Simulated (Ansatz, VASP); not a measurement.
BN: VASP beside Ansatz

```
CELL_PARAMETERS angstrom
4.36520 0.00000 0.00000
0.00000 4.36520 0.00000
0.00000 0.00000 2.84260
ATOMIC_POSITIONS crystal
B 0.17413 0.82587 0.50000
B 0.32587 0.32587 0.00000
B 0.67413 0.67413 0.00000
B 0.82587 0.17413 0.50000
N 0.81239 0.81239 0.50000
N 0.31239 0.68761 0.00000
N 0.68761 0.31239 0.00000
N 0.18761 0.18761 0.50000
```

Alike in both runs: task single point; functional PBEsol; k mesh 6 × 6 × 10; occupations gaussian, width 0.05 eV; no spin polarisation.

|  | VASP | Ansatz |
| --- | --- | --- |
| version | VASP 6.6.1 | Ansatz 0.2.0 |
| potentials or method | VASP PAW PBE potentials, release 64 (B, N), cutoff 520 eV | scalar-relativistic, plane waves, PAW |
| valence electrons in the cell | 32 | 32 |

Ansatz gave:

| Property | Result |
| --- | --- |
| gap on the k mesh at the Fermi level (eV) | 3.73 |
| least direct gap on the mesh (eV) | 3.73 |
| pressure (GPa) | -28.4 |
| traceless stress, the component that is largest in VASP (GPa) | -51.67 |
| rms of the force components (eV/Å) | 0.241 |

Problem. Estimate VASP's values.

Solution. gap on the k mesh at the Fermi level (eV): 3.73; least direct gap on the mesh (eV): 3.73; pressure (GPa): -28.0; traceless stress, the component that is largest in VASP (GPa): -52.05; rms of the force components (eV/Å): 0.256.

VASP's potentials were made for PBE, not for PBEsol, and Ansatz warns of the same on its side. Atom by atom the forces differ by 0.023 eV/Å (rms over components). The functional is the same, so the differences come from potentials, cutoffs and numerics.
